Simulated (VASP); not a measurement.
RbBr: single point with PBEsol

The system is RbBr.

```
Rb Br
1.0
     3.83031    0.00000    0.00000
     0.00000    3.83031    0.00000
     0.00000    0.00000    3.83031
Rb Br
1 1
Direct
  0.00000 0.00000 0.00000
  0.50000 0.50000 0.50000
```

* Program: VASP 6.6.1
* Task: single point
* Functional: PBEsol
* Potentials or basis: VASP PAW PBE potentials, release 64 (Rb_sv, Br)
* Cutoff: 520 eV
* k mesh: 7 × 7 × 7
* Occupations: fermi-dirac, width 0.03 eV
* Spin: no spin polarisation
* Dipole correction: no
* Further INCAR settings: ALGO = Normal; EDIFF = 1e-07; NBANDS = 15

```json
{"Pressure": "5.2 GPa", "Band gap on the k mesh": "4.84 eV, indirect (least direct gap 4.94 eV)"}
```

Levels at points of the mesh, in eV from the valence-band top:
| k point | band 5 | band 6 | band 7 | band 8 | band 9 | band 10 | band 11 | band 12 |
| --- | --- | --- | --- | --- | --- | --- | --- | --- |
| (0.00, 0.00, 0.00) | -8.72 | -0.10 | -0.10 | -0.10 | 4.84 | 5.09 | 5.09 | 10.50 |

It took 12 s on 1 thread of Intel(R) Xeon(R) Platinum 8259CL CPU @ 2.50GHz (Skylake/Cascade Lake), on a shared host, peak memory 0.16 GiB.

Caveat: the PAW data sets were made with another functional, which shifts forces and pressure a little. A hybrid or GW would open this gap; PBEsol tends to underestimate it.
